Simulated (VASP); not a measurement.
A run of VASP 6.6.1 is set up as follows.

Contents of INCAR:

```
SYSTEM = Mg4Ge3N
ALGO = Normal
EDIFF = 1E-6
ENCUT = 520
GGA = PE
ISIF = 2
ISMEAR = 0
LASPH = .True.
LCHARG = .False.
LREAL = .False.
LWAVE = .False.
NBANDS = 38
NELM = 60
PREC = Accurate
SIGMA = 0.1
```

Contents of KPOINTS:

```
k-points
0
Gamma
  12 12 2
  0 0 0
```

File POSCAR:

```
Mg4Ge3N
1.0
    3.0994222257      0.0000000000      0.0000000000
   -1.5497111128      2.6841783845      0.0000000000
    0.0000000000      0.0000000000     15.2999164011
Mg Ge N
4 3 1
Direct
    0.6666666667      0.3333333333      0.9312537737
    0.3333333333      0.6666666667      0.0687462263
    0.6666666667      0.3333333333      0.6416369214
    0.3333333333      0.6666666667      0.3583630786
    0.0000000000      0.0000000000      0.5000000000
    0.6666666667      0.3333333333      0.2201894494
    0.3333333333      0.6666666667      0.7798105506
    0.0000000000      0.0000000000      0.0000000000
```

Potentials or basis: VASP PAW PBE potentials, release 64 (Mg, Ge_d, N).

Run with:

```sh
$ cat potpaw_PBE.64/Mg/POTCAR potpaw_PBE.64/Ge_d/POTCAR potpaw_PBE.64/N/POTCAR > POTCAR
$ mpirun -np 1 vasp_std > vasp.out
```

(1) Estimate the largest force.

(2) What does it give for the band gap on the k mesh?

(3) Predict the pressure.

Answers

(1) 0.009 eV/Å.

(2) zero (an odd number of electrons rules out a gap without spin polarisation).

(3) 6.9 GPa.

Caveat: the cell stands under pressure.
